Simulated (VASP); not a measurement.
**AgBr: single point with PBE**

AgBr:

```xyz
2
Lattice="0.0000 2.8861 2.8861 2.8861 0.0000 2.8861 2.8861 2.8861 0.0000" Properties=species:S:1:pos:R:3 pbc="T T T"
Ag    2.8861    2.8861    2.8861
Br    0.0000    0.0000    0.0000
```

| Item | Value |
| --- | --- |
| Program | VASP 6.6.1 |
| Task | single point |
| Functional | PBE |
| Potentials or basis | VASP PAW PBE potentials, release 64 (Ag, Br) |
| Cutoff | 500 eV |
| k mesh | 8 × 8 × 8 |
| Occupations | gaussian, width 0.05 eV |
| Spin | no spin polarisation |

```yaml
Pressure: 1.5 GPa
Band_gap_on_the_k_mesh: 0.68 eV, indirect (least direct gap 2.55 eV)
```

Levels at points of the mesh, in eV from the valence-band top:
```tsv
k point	band 5	band 6	band 7	band 8	band 9	band 10	band 11	band 12	band 13	band 14
(0.00, 0.00, 0.00)	-2.73	-2.73	-1.88	-1.88	-1.88	0.68	9.92	9.92	9.92	11.18
(0.50, 0.00, 0.00)	-2.43	-2.43	-2.10	0.00	0.00	3.78	6.50	6.79	6.79	12.21
(0.50, 0.50, 0.00)	-2.75	-2.57	-2.33	-2.33	-2.24	1.64	7.08	9.00	10.96	10.96
```

Run time: 11 s on 1 thread of Intel(R) Xeon(R) 6975P-C (Granite Rapids), with other jobs on the host, peak memory 0.17 GiB.

A k mesh can miss the band edges. As with any semilocal functional, this PBE gap is likely too small.
